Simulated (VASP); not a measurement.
# BN (F-43m) in VASP: single point with r2SCAN

Aim: the single point of BN with r2SCAN.

Everything below comes from runs of VASP 6.6.1. Logs are shortened: lines on timing, memory, paths and dates and some standing lists are left out, and cuts for length are marked.

### 1 The cell of the first run

It takes space group F-43m (No. 216, cubic). Conventional cell: a = 3.610 Å, b = 3.610 Å, c = 3.610 Å, α = 90.00°, β = 90.00°, γ = 90.00°. Within 2.1 Å of B (site symmetry -43m) lie 4 N at 1.56 Å. N (site symmetry -43m) has 4 B at 1.56 Å within 2.1 Å.

### 2 Single point, r2SCAN

The input, POSCAR:

```
BN
1.0
    0.0000000000      1.8048245542      1.8048245542
    1.8048245542      0.0000000000      1.8048245542
    1.8048245542      1.8048245542      0.0000000000
B N
1 1
Direct
    0.0000000000      0.0000000000      0.0000000000
    0.2500000000      0.2500000000      0.2500000000
```

The input, INCAR.step1:

```
  PREC = Accurate
  ENCUT = 1460
  ISMEAR = 0
  SIGMA = 0.01
  LREAL = F
  LASPH = T
  NELM = 120
  NBANDS = 11
  GGA = PE
  ALGO = Normal
  EDIFF = 1E-5
  LWAVE = T
  LCHARG = F
  GGA_COMPAT = F
```

The input, INCAR.step2:

```
  PREC = Accurate
  ENCUT = 1460
  EDIFF = 1E-6
  ISMEAR = 0
  SIGMA = 0.01
  LREAL = F
  LASPH = T
  NELM = 120
  ALGO = Normal
  ISIF = 2
  LWAVE = F
  LCHARG = F
  METAGGA = R2SCAN
  LMIXTAU = T
  NBANDS = 11
  ISTART = 1
  GGA_COMPAT = F
```

The input, KPOINTS:

```
regular mesh
0
Gamma
  2 2 2
```

Potentials or basis: VASP PAW PBE potentials, release 64 (B_h, N_h).

Command:

```
$ cat potpaw_PBE.64/B_h/POTCAR potpaw_PBE.64/N_h/POTCAR > POTCAR
$ cp INCAR.step1 INCAR
$ mpirun -np 1 vasp_std > vasp.out
$ cp INCAR.step2 INCAR
$ mpirun -np 1 vasp_std > vasp.out
```

OUTCAR:

```text
PREC = Accurate
   ENCUT = 1460
   EDIFF = 1E-6
   ISMEAR = 0
   LREAL = F
   LASPH = T
   NELM = 120
   ISIF = 2
   METAGGA = R2SCAN
   ISTART = 1

 ion  position               nearest neighbor table
   1  0.000  0.000  0.000-
   2  0.250  0.250  0.250-

  LATTYP: Found a face centered cubic cell.
 ALAT       =     3.6096491084

  Lattice vectors:

 A1 = (   0.0000000000,   1.8048245542,   1.8048245542)
 A2 = (   1.8048245542,   0.0000000000,   1.8048245542)
 A3 = (   1.8048245542,   1.8048245542,   0.0000000000)

Analysis of symmetry for initial positions (statically):
=====================================================================
 Subroutine PRICEL returns:
 Original cell was already a primitive cell.

 Routine SETGRP: Setting up the symmetry group for a
 face centered cubic supercell.

 Subroutine GETGRP returns: Found 24 space group operations
 (whereof 24 operations were pure point group operations)
 out of a pool of 48 trial point group operations.

The static configuration has the point symmetry T_d .

Analysis of symmetry for dynamics (positions and initial velocities):
=====================================================================
 Subroutine PRICEL returns:
 Original cell was already a primitive cell.

 Routine SETGRP: Setting up the symmetry group for a
 face centered cubic supercell.

 Subroutine GETGRP returns: Found 24 space group operations
 (whereof 24 operations were pure point group operations)
 out of a pool of 48 trial point group operations.

The dynamic configuration has the point symmetry T_d .

 Subroutine INISYM returns: Found 24 space group operations
 (whereof 24 operations are pure point group operations),
 and found     1 'primitive' translations

----------------------------------------------------------------------------------------

                                     Primitive cell

  volume of cell :      11.7580

  direct lattice vectors                    reciprocal lattice vectors
     0.000000000  1.804824554  1.804824554    -0.277035238  0.277035238  0.277035238
     1.804824554  0.000000000  1.804824554     0.277035238 -0.277035238  0.277035238
     1.804824554  1.804824554  0.000000000     0.277035238  0.277035238 -0.277035238

  length of vectors
     2.552407362  2.552407362  2.552407362     0.479839108  0.479839108  0.479839108

  position of ions in fractional coordinates (direct lattice)
     0.000000000  0.000000000  0.000000000
     0.250000000  0.250000000  0.250000000

  ion indices of the primitive-cell ions
   primitive index   ion index
                 1           1
                 2           2

----------------------------------------------------------------------------------------

 KPOINTS: regular mesh

Automatic generation of k-mesh.
 Grid dimensions read from file:
 generate k-points for:    2    2    2

 Generating k-lattice:

  Cartesian coordinates                     Fractional coordinates (reciprocal lattice)
    -0.138517619  0.138517619  0.138517619     0.500000000  0.000000000  0.000000000
     0.138517619 -0.138517619  0.138517619     0.000000000  0.500000000  0.000000000
     0.138517619  0.138517619 -0.138517619     0.000000000  0.000000000  0.500000000

  Length of vectors
     0.239919554  0.239919554  0.239919554

  Shift w.r.t. Gamma in fractional coordinates (k-lattice)
     0.000000000  0.000000000  0.000000000

 Subroutine IBZKPT returns following result:
 ===========================================

 Found      3 irreducible k-points:

 Following reciprocal coordinates:
            Coordinates               Weight
  0.000000  0.000000  0.000000      1.000000
  0.500000  0.000000  0.000000      4.000000
  0.500000  0.500000  0.000000      3.000000
   k-points           NKPTS =      3   k-points in BZ     NKDIM =      3   number of bands    NBANDS=     11
   number of dos      NEDOS =    301   number of ions     NIONS =      2
   total plane-waves  NPLWV =  32768
   dimension x,y,z NGX =    32 NGY =   32 NGZ =   32
   dimension x,y,z NGXF=    64 NGYF=   64 NGZF=   64
   ions per type =               1   1
   NGX,Y,Z   is equivalent  to a cutoff of  20.84, 20.84, 20.84 a.u.
   NGXF,Y,Z  is equivalent  to a cutoff of  41.69, 41.69, 41.69 a.u.
 SYSTEM =  unknown system
   PREC   = accura    normal or accurate (medium, high low for compatibility)
   ISTART =      1    job   : 0-new  1-cont  2-samecut
   ICHARG =      0    charge: 1-file 2-atom 10-const
   ISPIN  =      1    spin polarized calculation?
   LNONCOLLINEAR =      F non collinear calculations
   LSORBIT =      F    spin-orbit coupling
   LASPH  =      T    aspherical Exc in radial PAW
   ENCUT  = 1460.0 eV 107.31 Ry   10.36 a.u.   7.95  7.95  7.95*2*pi/ulx,y,z
   NELM   =    120;   NELMIN=  2; NELMDL=  0     # of ELM steps
   EDIFF  = 0.1E-05   stopping-criterion for ELM
   LREAL  =      F    real-space projection
   EDIFFG = 0.1E-04   stopping-criterion for IOM
   NSW    =      0    number of steps for IOM
   IBRION =     -1    ionic relax: 0-MD 1-quasi-New 2-CG
   NFREE  =      0    steps in history (QN), initial steepest desc. (CG)
   ISIF   =      2    stress and relaxation
   ISYM   =      2    0-nonsym 1-usesym 2-fastsym
   POTIM  = 0.5000    time-step for ionic-motion
   TEBEG  =    0.0;   TEEND  =   0.0 temperature during run
   PSTRESS=    0.0 pullay stress
   NELECT =       8.0000    total number of electrons
   NUPDOWN=      -1.0000    fix difference up-down
   EMIN   =  10.00;   EMAX   =-10.00  energy-range for DOS
   EFERMI =   0.00;   METHOD = LEGACY
   ISMEAR =     0;   SIGMA  =   0.01  broadening in eV -4-tet -1-fermi 0-gaus
   EFERMI_NEDOS =   21; number of points for ismear=-14 and -15
   IALGO  =     38    algorithm
   IMIX   =      4    mixing-type and parameters
     AMIX     =   0.40;   BMIX     =  1.00
     AMIX_MAG =   1.60;   BMIX_MAG =  1.00
  volume/ion in A,a.u.               =       5.88        39.67
  Fermi-wavevector in a.u.,A,eV,Ry     =   1.439881  2.720980 28.208365  2.073256
  Thomas-Fermi vector in A             =   2.558687
   LORBIT       =      0    0 simple, 1 ext, 2 COOP (PROOUT), +10 PAW based schemes
   METAGGA = R2SCAN    functional components
   LHFCALC =     F    Hartree Fock is set to
   AEXX    =    0.0000 exact exchange contribution
   IVDW    =     0    specifies the selected vdW correction
   LEPSILON=     F    determine dielectric tensor
   LRPA    =     F    only Hartree local field effects (RPA)
 non-spin polarized calculation
 Gauss-broadening in eV      SIGMA  =   0.01
  energy-cutoff  :     1460.00
  volume of cell :       11.76
 maximum number of plane-waves:      1524
 NGX is ok and might be reduce to    32
   NGX = 15   NGY = 15   NGZ = 15

 number of electron       8.0000000 magnetization

 Free energy of the ion-electron system (eV)
  ---------------------------------------------------
  ext. energy  EPLUGINS =         0.00000000
  ---------------------------------------------------
  free energy    TOTEN  =       -16.73439344 eV

  energy without entropy =      -16.73439344  energy(sigma->0) =      -16.73439344

 E-fermi :   9.5824     XC(G=0): -13.5994

 val. band max:        9.5054176613   @ k =   0.0000   0.0000   0.0000
 cond. band min:      14.1331462603   @ k =   0.5000   0.5000   0.0000
 fundamental gap:      4.6277285990
 Fermi energy:         9.5823858935

 k-point     1 :       0.0000    0.0000    0.0000
  band No.  band energies     occupation
      1     -11.9780      2.00000
      2       9.5054      2.00000
      3       9.5054      2.00000
      4       9.5054      2.00000
      5      18.7128      0.00000
      6      18.7128      0.00000
      7      18.7128      0.00000
      8      20.5401      0.00000
      9      35.1457      0.00000
     10      37.8387      0.00000
     11      37.8387      0.00000

 k-point     2 :       0.5000    0.0000    0.0000
  band No.  band energies     occupation
      1      -7.5895      2.00000
      2      -1.8405      2.00000
      3       7.4195      2.00000
      4       7.4195      2.00000
      5      20.1253      0.00000
      6      20.6888      0.00000
      7      20.6888      0.00000
      8      25.7875      0.00000
      9      34.0553      0.00000
     10      37.4279      0.00000
     11      37.5123      0.00000

 k-point     3 :       0.5000    0.5000    0.0000
  band No.  band energies     occupation
      1      -6.1401      2.00000
      2      -0.0260      2.00000
      3       4.2581      2.00000
      4       4.2581      2.00000
      5      14.1331      0.00000
      6      18.9491      0.00000
      7      28.7342      0.00000
      8      28.7342      0.00000
      9      31.7745      0.00000
     10      37.9214      0.00000
     11      44.2299      0.00000

------------------------ aborting loop because EDIFF is reached ----------------------------------------

  FORCE on cell =-STRESS in cart. coord.  units (eV):
  Direction    XX          YY          ZZ          XY          YZ          ZX
  --------------------------------------------------------------------------------------
  -------------------------------------------------------------------------------------
  Total        1.6747345      1.6747345      1.6747345      0.0000000      0.0000000      0.0000000
  in kB      228.2031177    228.2031177    228.2031177      0.0000000      0.0000000      0.0000000
  external PRESSURE =     228.2031177 kB  Pullay stress =       0.0000000 kB

 VOLUME and BASIS-vectors are now :
 -----------------------------------------------------------------------------
  energy-cutoff  :     1460.00
  volume of cell :       11.76
      direct lattice vectors                 reciprocal lattice vectors
     0.000000000  1.804824554  1.804824554    -0.277035238  0.277035238  0.277035238
     1.804824554  0.000000000  1.804824554     0.277035238 -0.277035238  0.277035238
     1.804824554  1.804824554  0.000000000     0.277035238  0.277035238 -0.277035238

 POSITION                                       TOTAL-FORCE (eV/Angst)
 -----------------------------------------------------------------------------------
      0.00000      0.00000      0.00000         0.000000      0.000000      0.000000
      0.90241      0.90241      0.90241        -0.000000     -0.000000     -0.000000
 -----------------------------------------------------------------------------------
    total drift:                               -0.000000     -0.000000     -0.000000

  FREE ENERGIE OF THE ION-ELECTRON SYSTEM (eV)
  ---------------------------------------------------
  free  energy   TOTEN  =       -16.7343934369 eV

  energy  without entropy=      -16.7343934369  energy(sigma->0) =      -16.73439344
```

It took 13 s on 1 thread of AMD EPYC 7R13 (Zen 3), shared host; peak memory 0.14 GiB.

What came out:

```
Free energy            : -16.7344 eV
Pressure               : 22.8 GPa
Band gap on the k mesh : 4.63 eV (least direct gap 9.21 eV)
```

Caveat: the k points lie up to 1.51 Å⁻¹ apart; the PAW data sets were made with another functional, which shifts forces and pressure a little. r2SCAN opens gaps a little over a GGA but as a rule still falls short of measured ones.
